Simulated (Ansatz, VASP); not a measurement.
**Two plane-wave programs on ScAl5**

Contents of INCAR:

```
SYSTEM = ScAl5
ALGO = Fast
EDIFF = 1E-6
EDIFFG = -0.01
ENCUT = 600
GGA = PE
IBRION = 2
ISIF = 3
ISMEAR = 0
LASPH = .TRUE.
LCHARG = .FALSE.
LREAL = .FALSE.
LWAVE = .FALSE.
NELM = 80
NSW = 100
PREC = Accurate
SIGMA = 0.1
```

The input KPOINTS:

```
k-points
0
G
  12 12 4
  0 0 0
```

The input POSCAR:

```
ScAl5
1.0
    2.9564078977      0.0000000000      0.0000000000
   -1.4782039488      2.5603243433      0.0000000000
    0.0000000000      0.0000000000     14.1246835425
Sc Al
1 5
Direct
    0.0000000000      0.0000000000      0.0000000000
    0.3333333333      0.6666666667      0.1742301058
    0.6666666667      0.3333333333      0.3361518915
    0.0000000000      0.0000000000      0.5000000000
    0.3333333333      0.6666666667      0.6638481085
    0.6666666667      0.3333333333      0.8257698942
```

Input for Ansatz:

```yaml
crystal:
  lattice:
    - [2.9564078977, 0.0, 0.0]
    - [-1.4782039488, 2.5603243433, 0.0]
    - [0.0, 0.0, 14.1246835425]
  atoms:
    - { symbol: Sc, position: [0.0, 0.0, 0.0] }
    - { symbol: Al, position: [0.3333333333, 0.6666666667, 0.1742301058] }
    - { symbol: Al, position: [0.6666666667, 0.3333333333, 0.3361518915] }
    - { symbol: Al, position: [0.0, 0.0, 0.5] }
    - { symbol: Al, position: [0.3333333333, 0.6666666667, 0.6638481085] }
    - { symbol: Al, position: [0.6666666667, 0.3333333333, 0.8257698942] }
basis:
  ecutwfc: 420
kpoints:
  mp_grid: { grid: [12, 12, 4] }
hamiltonian:
  xc: pbe
scf:
  occupations: { method: gaussian, width: 0.1 }
output:
  forces: true
  stress: true
  eigenvalues: true
relax:
  adjacent_minimum: "off"
  f_tol: 0.01
  max_steps: 80
  cell: { stress_tol: 0.05 }
```

Alike in both runs: task relaxation of cell and atoms; functional PBE; k mesh 12 × 12 × 4; occupations gaussian, width 0.1 eV; no spin polarisation.

```csv
,VASP,Ansatz
version,VASP 6.6.1,Ansatz 0.2.0
potentials or method,"VASP PAW PBE potentials, release 64 (Sc_sv, Al), cutoff 600 eV","scalar-relativistic, plane waves, PAW"
valence electrons in the cell,26,26
```

|  | VASP | Ansatz | Ansatz less VASP |
| --- | --- | --- | --- |
| gap on the k mesh at the Fermi level, each at its own relaxed structure (eV) | none | none | - |
| relaxed volume (Å³/atom) | 18.05 | 18.05 | -0.006 |
| relaxed length of the cell vector where the two differ most in proportion (Å) | 13.617 | 13.631 | +0.0141 |

A gap of «none» marks a metal or a gap that the smearing closes.
